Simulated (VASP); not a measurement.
Here is a VASP 6.6.1 calculation.

Contents of INCAR:

```
SYSTEM = NaInTe
ALGO = Fast
EDIFF = 1E-6
EDIFFG = -0.04
ENCUT = 600
GGA = PE
IBRION = 2
ISIF = 3
ISMEAR = 0
LASPH = .TRUE.
LCHARG = .FALSE.
LREAL = .FALSE.
LWAVE = .FALSE.
NELM = 60
NSW = 90
PREC = Accurate
SIGMA = 0.1
```

Contents of KPOINTS:

```
k-points
0
G
  4 4 4
  0 0 0
```

File POSCAR:

```
NaInTe
1.0
    4.4409576900      0.0000000000      0.0000000000
    0.0000000000      4.4409576900      0.0000000000
    0.0000000000      0.0000000000      4.7140923300
Na In Te
1 1 1
Direct
    0.0000000000      0.0000000000      0.0000000000
    0.5000000000      0.5000000000      0.5000000000
    0.0000000000      0.0000000000      0.5000000000
```

Potentials or basis: VASP PAW PBE potentials, release 64 (Na_pv, In_d, Te).

Command:

```sh
$ cat potpaw_PBE.64/Na_pv/POTCAR potpaw_PBE.64/In_d/POTCAR potpaw_PBE.64/Te/POTCAR > POTCAR
$ mpirun -np 1 vasp_std > vasp.out
```

Q: Estimate the relaxed volume.

A: 41.96 Å³/atom.

Q: Predict the band gap on the k mesh.

A: Zero (bands 13 and 14 overlap by 0.67 eV).

Q: Estimate the space group after relaxing (to 0.1 Å).

A: P4/mmm (No. 123).

Q: Estimate the relaxed cell.

A: a = 4.643 Å, b = 4.643 Å, c = 5.840 Å, α = 90.00°, β = 90.00°, γ = 90.00°.

Final structure:
```yaml
crystal:
  lattice:
    - [4.64273, 0.00000, 0.00000]
    - [0.00000, 4.64273, 0.00000]
    - [0.00000, 0.00000, 5.83971]
  atoms:
    - { symbol: Na, position: [0.00000, 0.00000, 0.00000] }
    - { symbol: In, position: [0.50000, 0.50000, 0.50000] }
    - { symbol: Te, position: [0.00000, 0.00000, 0.50000] }
```

Caveat: the volume moved by over 15 % at a fixed basis, so the end points are rough; spin-orbit coupling is left out, which moves the levels of the heavy elements.
